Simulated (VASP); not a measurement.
# Bi2Se3 (R-3m) in VASP: further runs

Bi2Se3 is run at these levels: PBEsol; tasks: single point.

Program: VASP 6.6.1. These are calculated values, not measurements. Logs are shortened: lines on timing, memory, paths and dates and some standing lists are left out, and cuts for length are marked.

### 1 The cell of the first run

Symmetry: R-3m, No. 166, trigonal system. The conventional cell has a = 4.143 Å, b = 4.143 Å, c = 28.063 Å, α = 90.00°, β = 90.00°, γ = 120.00°. Bi (site symmetry 3m) has 6 Se at 2.83 to 3.05 Å within 3.7 Å. Se (site symmetry -3m) has 6 Bi at 3.05 Å and 12 Se at 4.14 to 4.17 Å within 4.2 Å. Se (site symmetry 3m) has 3 Bi at 2.83 Å and 3 Se at 3.48 Å within 3.7 Å.

### 2 Single point, PBEsol (zz strain of -2 %)

Input file INCAR:

```
SYSTEM = Bi2Se3
ALGO = Normal
EDIFF = 1E-7
ENCUT = 520
GGA = PS
ISIF = 2
ISMEAR = -1
LASPH = .True.
LCHARG = .False.
LREAL = .False.
LWAVE = .False.
NBANDS = 32
NELM = 100
PREC = Accurate
SIGMA = 0.03
```

Input file KPOINTS:

```
k-points
0
Gamma
  6 6 6
  0 0 0
```

Input file POSCAR:

```
Bi2Se3
1.0
    2.0714992968      1.1959806766      9.3544234000
   -2.0714992968      1.1959806766      9.3544234000
    0.0000000000     -2.3919613533      9.3544234000
Bi Se
2 3
Direct
    0.4008000000      0.4008000000      0.4008000000
    0.5992000000      0.5992000000      0.5992000000
    0.0000000000      0.0000000000      0.0000000000
    0.2117000000      0.2117000000      0.2117000000
    0.7883000000      0.7883000000      0.7883000000
```

Potentials or basis: VASP PAW PBE potentials, release 64 (Bi_d, Se).

On the command line:

```
$ cat potpaw_PBE.64/Bi_d/POTCAR potpaw_PBE.64/Se/POTCAR > POTCAR
$ mpirun -np 1 vasp_std > vasp.out
```

OUTCAR:

```text
SYSTEM = Bi2Se3
   EDIFF = 1E-7
   ENCUT = 520
   GGA = PS
   ISIF = 2
   ISMEAR = -1
   LASPH = .True.
   LREAL = .False.
   NELM = 100
   PREC = Accurate

 ion  position               nearest neighbor table
   1  0.401  0.401  0.401-   5 2.83   5 2.83   5 2.83   3 3.05   3 3.05   3 3.05
   2  0.599  0.599  0.599-   4 2.83   4 2.83   4 2.83   3 3.05   3 3.05   3 3.05
   3  0.000  0.000  0.000-   2 3.05   1 3.05   2 3.05   2 3.05   1 3.05   1 3.05
   4  0.212  0.212  0.212-   2 2.83   2 2.83   2 2.83
   5  0.788  0.788  0.788-   1 2.83   1 2.83   1 2.83

  LATTYP: Found a trigonal (rhomboedric) cell.
 ALAT       =     9.6553982964
 COS(alpha) =     0.9079424974

  Lattice vectors:

 A1 = (   2.0714992968,   1.1959806766,   9.3544234000)
 A2 = (  -2.0714992968,   1.1959806766,   9.3544234000)
 A3 = (   0.0000000000,  -2.3919613533,   9.3544234000)

Analysis of symmetry for initial positions (statically):
=====================================================================
 Subroutine PRICEL returns:
 Original cell was already a primitive cell.

 Routine SETGRP: Setting up the symmetry group for a
 trigonal (rhombohedral) supercell.

 Subroutine GETGRP returns: Found 12 space group operations
 (whereof 12 operations were pure point group operations)
 out of a pool of 12 trial point group operations.

The static configuration has the point symmetry D_3d.

Analysis of symmetry for dynamics (positions and initial velocities):
=====================================================================
 Subroutine PRICEL returns:
 Original cell was already a primitive cell.

 Routine SETGRP: Setting up the symmetry group for a
 trigonal (rhombohedral) supercell.

 Subroutine GETGRP returns: Found 12 space group operations
 (whereof 12 operations were pure point group operations)
 out of a pool of 12 trial point group operations.

The dynamic configuration has the point symmetry D_3d.

 Subroutine INISYM returns: Found 12 space group operations
 (whereof 12 operations are pure point group operations),
 and found     1 'primitive' translations

----------------------------------------------------------------------------------------

                                     Primitive cell

  volume of cell :     139.0520

  direct lattice vectors                    reciprocal lattice vectors
     2.071499297  1.195980677  9.354423400     0.241371069  0.139355652  0.035633766
    -2.071499297  1.195980677  9.354423400    -0.241371069  0.139355652  0.035633766
     0.000000000 -2.391961353  9.354423400     0.000000000 -0.278711303  0.035633766

  length of vectors
     9.655398296  9.655398296  9.655398296     0.280979992  0.280979992  0.280979992

  position of ions in fractional coordinates (direct lattice)
     0.400800000  0.400800000  0.400800000
     0.599200000  0.599200000  0.599200000
     0.000000000  0.000000000  0.000000000
     0.211700000  0.211700000  0.211700000
     0.788300000  0.788300000  0.788300000

  ion indices of the primitive-cell ions
   primitive index   ion index
                 1           1
                 2           2
                 3           3
                 4           4
                 5           5

----------------------------------------------------------------------------------------

 KPOINTS: k-points

Automatic generation of k-mesh.
 Grid dimensions read from file:
 generate k-points for:    6    6    6

 Generating k-lattice:

  Cartesian coordinates                     Fractional coordinates (reciprocal lattice)
     0.040228512  0.023225942  0.005938961     0.166666667  0.000000000  0.000000000
    -0.040228512  0.023225942  0.005938961     0.000000000  0.166666667  0.000000000
     0.000000000 -0.046451884  0.005938961     0.000000000  0.000000000  0.166666667

  Length of vectors
     0.046829999  0.046829999  0.046829999

  Shift w.r.t. Gamma in fractional coordinates (k-lattice)
     0.000000000  0.000000000  0.000000000

 Subroutine IBZKPT returns following result:
 ===========================================

 Found     32 irreducible k-points:

 Following reciprocal coordinates:
            Coordinates               Weight
  0.000000  0.000000  0.000000      1.000000
  0.166667  0.000000  0.000000      6.000000
  0.333333 -0.000000  0.000000      6.000000
  0.500000  0.000000  0.000000      3.000000
  0.166667  0.166667  0.000000      6.000000
  0.333333  0.166667  0.000000     12.000000
[... 16 lines left out ...]
  0.500000  0.500000  0.166667      6.000000
 -0.333333  0.500000  0.166667     12.000000
 [... further k-points ...]
   k-points           NKPTS =     32   k-points in BZ     NKDIM =     32   number of bands    NBANDS=     32
   number of dos      NEDOS =    301   number of ions     NIONS =      5
   total plane-waves  NPLWV = 373248
   dimension x,y,z NGX =    72 NGY =   72 NGZ =   72
   dimension x,y,z NGXF=   144 NGYF=  144 NGZF=  144
   ions per type =               2   3
   NGX,Y,Z   is equivalent  to a cutoff of  12.40, 12.40, 12.40 a.u.
   NGXF,Y,Z  is equivalent  to a cutoff of  24.79, 24.79, 24.79 a.u.
 SYSTEM =  Bi2Se3
   PREC   = accura    normal or accurate (medium, high low for compatibility)
   ISTART =      0    job   : 0-new  1-cont  2-samecut
   ICHARG =      2    charge: 1-file 2-atom 10-const
   ISPIN  =      1    spin polarized calculation?
   LNONCOLLINEAR =      F non collinear calculations
   LSORBIT =      F    spin-orbit coupling
   LASPH  =      T    aspherical Exc in radial PAW
   ENCUT  =  520.0 eV  38.22 Ry    6.18 a.u.  17.95 17.95 17.95*2*pi/ulx,y,z
   NELM   =    100;   NELMIN=  2; NELMDL= -5     # of ELM steps
   EDIFF  = 0.1E-06   stopping-criterion for ELM
   LREAL  =      F    real-space projection
   EDIFFG = 0.1E-05   stopping-criterion for IOM
   NSW    =      0    number of steps for IOM
   IBRION =     -1    ionic relax: 0-MD 1-quasi-New 2-CG
   NFREE  =      0    steps in history (QN), initial steepest desc. (CG)
   ISIF   =      2    stress and relaxation
   ISYM   =      2    0-nonsym 1-usesym 2-fastsym
   POTIM  = 0.5000    time-step for ionic-motion
   TEBEG  =    0.0;   TEEND  =   0.0 temperature during run
   PSTRESS=    0.0 pullay stress
   NELECT =      48.0000    total number of electrons
   NUPDOWN=      -1.0000    fix difference up-down
   EMIN   =  10.00;   EMAX   =-10.00  energy-range for DOS
   EFERMI =   0.00;   METHOD = LEGACY
   ISMEAR =    -1;   SIGMA  =   0.03  broadening in eV -4-tet -1-fermi 0-gaus
   EFERMI_NEDOS =   21; number of points for ismear=-14 and -15
   IALGO  =     38    algorithm
   IMIX   =      4    mixing-type and parameters
     AMIX     =   0.40;   BMIX     =  1.00
     AMIX_MAG =   1.60;   BMIX_MAG =  1.00
  volume/ion in A,a.u.               =      27.81       187.67
  Fermi-wavevector in a.u.,A,eV,Ry     =   1.148408  2.170176 17.943917  1.318841
  Thomas-Fermi vector in A             =   2.285083
   LORBIT       =      0    0 simple, 1 ext, 2 COOP (PROOUT), +10 PAW based schemes
   GGA     = PS    functional components
   LHFCALC =     F    Hartree Fock is set to
   AEXX    =    0.0000 exact exchange contribution
   IVDW    =     0    specifies the selected vdW correction
   LEPSILON=     F    determine dielectric tensor
   LRPA    =     F    only Hartree local field effects (RPA)
 non-spin polarized calculation
  energy-cutoff  :      520.00
  volume of cell :      139.05
 maximum number of plane-waves:      3796
   NGX = 35   NGY = 35   NGZ = 35

 number of electron      47.9999996 magnetization

 Free energy of the ion-electron system (eV)
  ---------------------------------------------------
  ext. energy  EPLUGINS =         0.00000000
  ---------------------------------------------------
  free energy    TOTEN  =       -22.03797398 eV

  energy without entropy =      -22.03765227  energy(sigma->0) =      -22.03781313

 E-fermi :   5.0757     XC(G=0):  -9.7739

 val. band max:        5.0438062316   @ k =   0.0000   0.0000   0.0000
 cond. band min:       5.1074839393   @ k =   0.0000   0.0000   0.0000
 fundamental gap:      0.0636777077
 Fermi energy:         5.0756633491

 k-point     1 :       0.0000    0.0000    0.0000
  band No.  band energies     occupation
      1     -17.9826      2.00000
      2     -17.9826      2.00000
      3     -17.9801      2.00000
      4     -17.9801      2.00000
      5     -17.9726      2.00000
      6     -17.9698      2.00000
[... 24 lines left out ...]
     31      10.8517      0.00000
     32      11.9229      0.00000

 k-point     2 :       0.1667    0.0000    0.0000
  band No.  band energies     occupation
      1     -17.9877      2.00000
      2     -17.9843      2.00000
      3     -17.9769      2.00000
      4     -17.9746      2.00000
      5     -17.9690      2.00000
      6     -17.9664      2.00000
[... 24 lines left out ...]
     31       9.9998      0.00000
     32      10.8957      0.00000

 k-point     3 :       0.3333   -0.0000    0.0000
  band No.  band energies     occupation
      1     -17.9998      2.00000
      2     -17.9943      2.00000
      3     -17.9724      2.00000
      4     -17.9717      2.00000
      5     -17.9677      2.00000
      6     -17.9668      2.00000
[... 24 lines left out ...]
     31       9.6639      0.00000
     32      11.4639      0.00000

 k-point     4 :       0.5000    0.0000    0.0000
  band No.  band energies     occupation
      1     -18.0064      2.00000
      2     -17.9996      2.00000
      3     -17.9749      2.00000
      4     -17.9719      2.00000
      5     -17.9692      2.00000
      6     -17.9664      2.00000
[... 24 lines left out ...]
     31       9.4631      0.00000
     32      11.1957      0.00000

 k-point     5 :       0.1667    0.1667    0.0000
  band No.  band energies     occupation
      1     -17.9877      2.00000
      2     -17.9843      2.00000
      3     -17.9769      2.00000
      4     -17.9746      2.00000
      5     -17.9690      2.00000
      6     -17.9663      2.00000
[... 584 lines left out ...]
     31      10.0970      0.00000
     32      10.9713      0.00000

 k-point    22 :      -0.1667    0.3333    0.1667
  band No.  band energies     occupation
      1     -17.9991      2.00000
      2     -17.9941      2.00000
      3     -17.9766      2.00000
      4     -17.9705      2.00000
      5     -17.9697      2.00000
      6     -17.9654      2.00000
[... 24 lines left out ...]
     31       9.5324      0.00000
     32      11.7674      0.00000

 k-point    23 :       0.5000    0.5000    0.1667
  band No.  band energies     occupation
      1     -17.9997      2.00000
      2     -17.9944      2.00000
      3     -17.9724      2.00000
      4     -17.9718      2.00000
      5     -17.9677      2.00000
      6     -17.9669      2.00000
[... 24 lines left out ...]
     31       9.4904      0.00000
     32      11.2643      0.00000

 k-point    24 :      -0.3333    0.5000    0.1667
  band No.  band energies     occupation
      1     -17.9990      2.00000
      2     -17.9942      2.00000
      3     -17.9767      2.00000
      4     -17.9705      2.00000
      5     -17.9696      2.00000
      6     -17.9654      2.00000
[... 24 lines left out ...]
     31      10.1237      0.00000
     32      11.4769      0.00000

 [... further k-points ...]
[... 5 lines left out ...]
  --------------------------------------------------------------------------------------
  -------------------------------------------------------------------------------------
  Total        0.6445017      0.6445017      1.3211882      0.0000000     -0.0000000      0.0000000
  in kB        7.4260429      7.4260429     15.2229226      0.0000000     -0.0000000      0.0000000
  external PRESSURE =      10.0250028 kB  Pullay stress =       0.0000000 kB

 VOLUME and BASIS-vectors are now :
 -----------------------------------------------------------------------------
  energy-cutoff  :      520.00
  volume of cell :      139.05
      direct lattice vectors                 reciprocal lattice vectors
     2.071499297  1.195980677  9.354423400     0.241371069  0.139355652  0.035633766
    -2.071499297  1.195980677  9.354423400    -0.241371069  0.139355652  0.035633766
     0.000000000 -2.391961353  9.354423400     0.000000000 -0.278711303  0.035633766

 POSITION                                       TOTAL-FORCE (eV/Angst)
 -----------------------------------------------------------------------------------
      0.00000     -0.00000     11.24776         0.000000      0.000000     -0.233794
      0.00000     -0.00000     16.81551         0.000000     -0.000000      0.233794
      0.00000      0.00000      0.00000         0.000000     -0.000000      0.000000
      0.00000     -0.00000      5.94099         0.000000      0.000000     -0.300689
      0.00000     -0.00000     22.12228         0.000000     -0.000000      0.300689
 -----------------------------------------------------------------------------------
    total drift:                                0.000000      0.000000      0.000000

  FREE ENERGIE OF THE ION-ELECTRON SYSTEM (eV)
  ---------------------------------------------------
  free  energy   TOTEN  =       -22.0379739830 eV

  energy  without entropy=      -22.0376522714  energy(sigma->0) =      -22.03781313
```

Run time: 15 min. Hardware: 1 thread of Intel Xeon 8259CL, shared host; peak memory 0.75 GiB.

Results:

```
Free energy            : -22.0380 eV
Pressure               : 1.0 GPa
Largest force          : 0.301 eV/Å
Band gap on the k mesh : 0.06 eV
```

Forces in eV/Å, atoms in the order of the input:
```
Bi   0.000  0.000 -0.234
Bi   0.000  0.000  0.234
Se   0.000  0.000  0.000
Se   0.000  0.000 -0.301
Se   0.000  0.000  0.301
```

Caveat: the cell differs from its parent crystal (zz strain of -2 %); the PAW data sets were made with another functional, which shifts forces and pressure a little; spin-orbit coupling is left out, which moves the levels of the heavy elements. A k mesh can miss the band edges.

### 3 Single point, PBEsol (zz strain of +1 %)

Input file INCAR:

```
SYSTEM = Bi2Se3
  PREC = Accurate
  ENCUT = 520
  EDIFF = 1E-6
  ISMEAR = -1
  SIGMA = 0.03
  LREAL = .False.
  LASPH = .True.
  NELM = 100
  ALGO = Normal
  ISIF = 2
  LWAVE = .False.
  LCHARG = .True.
  GGA = PS
  LELF = .True.
  LVHAR = .True.
  NBANDS = 32
```

Input file KPOINTS:

```
regular mesh
0
Gamma
  6 6 6
  0 0 0
```

Changes to POSCAR since step 2:

```diff
@@ -2,5 +2,5 @@
 1.0
-    2.0714992968      1.1959806766      9.3544234000
-   -2.0714992968      1.1959806766      9.3544234000
-    0.0000000000     -2.3919613533      9.3544234000
+    2.0714992968      1.1959806766      9.6407833000
+   -2.0714992968      1.1959806766      9.6407833000
+    0.0000000000     -2.3919613533      9.6407833000
 Bi Se
```

Potentials or basis: VASP PAW PBE potentials, release 64 (Bi_d, Se).

On the command line:

```
$ cat potpaw_PBE.64/Bi_d/POTCAR potpaw_PBE.64/Se/POTCAR > POTCAR
$ mpirun -np 1 vasp_std > vasp.out
```

OUTCAR:

```text
SYSTEM = Bi2Se3
   PREC = Accurate
   ENCUT = 520
   EDIFF = 1E-6
   ISMEAR = -1
   LREAL = .False.
   LASPH = .True.
   NELM = 100
   ISIF = 2
   GGA = PS

 ion  position               nearest neighbor table
   1  0.401  0.401  0.401-   5 2.86   5 2.86   5 2.86   3 3.09   3 3.09   3 3.09
   2  0.599  0.599  0.599-   4 2.86   4 2.86   4 2.86   3 3.09   3 3.09   3 3.09
   3  0.000  0.000  0.000-   2 3.09   1 3.09   2 3.09   2 3.09   1 3.09   1 3.09
   4  0.212  0.212  0.212-   2 2.86   2 2.86   2 2.86
[... 1045 lines left out ...]
  --------------------------------------------------------------------------------------
  -------------------------------------------------------------------------------------
  Total       -0.7045794     -0.7045794     -1.0103072      0.0000000      0.0000000      0.0000000
  in kB       -7.8771297     -7.8771297    -11.2951373      0.0000000      0.0000000      0.0000000
  external PRESSURE =      -9.0164656 kB  Pullay stress =       0.0000000 kB

 VOLUME and BASIS-vectors are now :
 -----------------------------------------------------------------------------
  energy-cutoff  :      520.00
  volume of cell :      143.31
      direct lattice vectors                 reciprocal lattice vectors
     2.071499297  1.195980677  9.640783300     0.241371069  0.139355652  0.034575337
    -2.071499297  1.195980677  9.640783300    -0.241371069  0.139355652  0.034575337
     0.000000000 -2.391961353  9.640783300     0.000000000 -0.278711303  0.034575337

 POSITION                                       TOTAL-FORCE (eV/Angst)
 -----------------------------------------------------------------------------------
      0.00000     -0.00000     11.59208         0.000000      0.000000     -0.167980
      0.00000     -0.00000     17.33027         0.000000     -0.000000      0.167980
      0.00000      0.00000      0.00000         0.000000     -0.000000     -0.000000
      0.00000     -0.00000      6.12286         0.000000     -0.000000      0.004248
      0.00000     -0.00000     22.79949         0.000000      0.000000     -0.004248
 -----------------------------------------------------------------------------------
    total drift:                                0.000000      0.000000     -0.000000

  FREE ENERGIE OF THE ION-ELECTRON SYSTEM (eV)
  ---------------------------------------------------
  free  energy   TOTEN  =       -22.0438533198 eV

  energy  without entropy=      -22.0437460340  energy(sigma->0) =      -22.04379968
```

stdout:

```text
POSCAR found type information on POSCAR BiSe
 POSCAR found :  2 types and       5 ions
 scaLAPACK will be used
 -----------------------------------------------------------------------------
|                                                                             |
|                                                                             |
|     You enforced a specific xc type in the INCAR file but a different       |
|     I HOPE YOU KNOW WHAT YOU ARE DOING!                                     |
|                                                                             |
 -----------------------------------------------------------------------------

 LDA part: xc-table for (Slater+PW92), standard interpolation
 POSCAR, INCAR and KPOINTS ok, starting setup
 FFT: planning ... GRIDC
 FFT: planning ... GRID_SOFT
 FFT: planning ... GRID
 WAVECAR not read
 entering main loop
```

Wall time 21 min (1 thread of Intel Xeon 8259CL, shared host); peak memory 0.95 GiB.

Results:

- Free energy: -22.0439 eV
- Pressure: -0.9 GPa
- Largest force: 0.168 eV/Å
- Band gap on the k mesh: 0.18 eV

Forces on the atoms (eV/Å):
```
Bi   0.000  0.000 -0.168
Bi   0.000  0.000  0.168
Se   0.000  0.000  0.000
Se   0.000  0.000  0.004
Se   0.000  0.000 -0.004
```

Caveat: the cell differs from its parent crystal (zz strain of +1 %); the PAW data sets were made with another functional, which shifts forces and pressure a little; spin-orbit coupling is left out, which moves the levels of the heavy elements.

(Part 1 of 2 ends here.)
